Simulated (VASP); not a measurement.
CdTe:

```
Te Cd
1.0
     0.00000    3.20500    3.20500
     3.20500    0.00000    3.20500
     3.20500    3.20500    0.00000
Te Cd
1 1
Direct
  0.75000 0.75000 0.75000
  0.00000 0.00000 0.00000
```

```yaml
Program: VASP 6.6.1
Task: relaxation of cell and atoms
Functional: PBEsol-based screened hybrid
Potentials_or_basis: VASP PAW PBE potentials, release 64 (Te, Cd)
Cutoff: 600 eV
k_mesh: 4 × 4 × 4
Occupations: fermi-dirac, width 0.05 eV
Spin: no spin polarisation
```

At the start: pressure 1.7 GPa; volume 32.92 Å³/atom.

Task: Where does the relaxation end?

Result: Over 3 steps the energy falls by 6.2 meV/atom and the volume is 34.13 Å³/atom (+3.7 %); space group F-43m (No. 216, to 0.05 Å).

Step by step:
| step | energy change (eV) | largest force (eV/Å) | pressure (GPa) | volume (Å³) |
| --- | --- | --- | --- | --- |
| 1 | 0.0000 | 0.0000 | 1.70 | 65.84 |
| 2 | -0.0106 | 0.0000 | -0.60 | 69.23 |
| 3 | -0.0125 | 0.0000 | -0.01 | 68.26 |

Final structure:
```
CELL_PARAMETERS angstrom
0.00000 3.24374 3.24374
3.24374 0.00000 3.24374
3.24374 3.24374 0.00000
ATOMIC_POSITIONS crystal
Te 0.75000 0.75000 0.75000
Cd 0.00000 0.00000 0.00000
```

Caveat: the k points lie up to 0.42 Å⁻¹ apart in the final cell; the PAW data sets were made with another functional, which shifts forces and pressure a little.
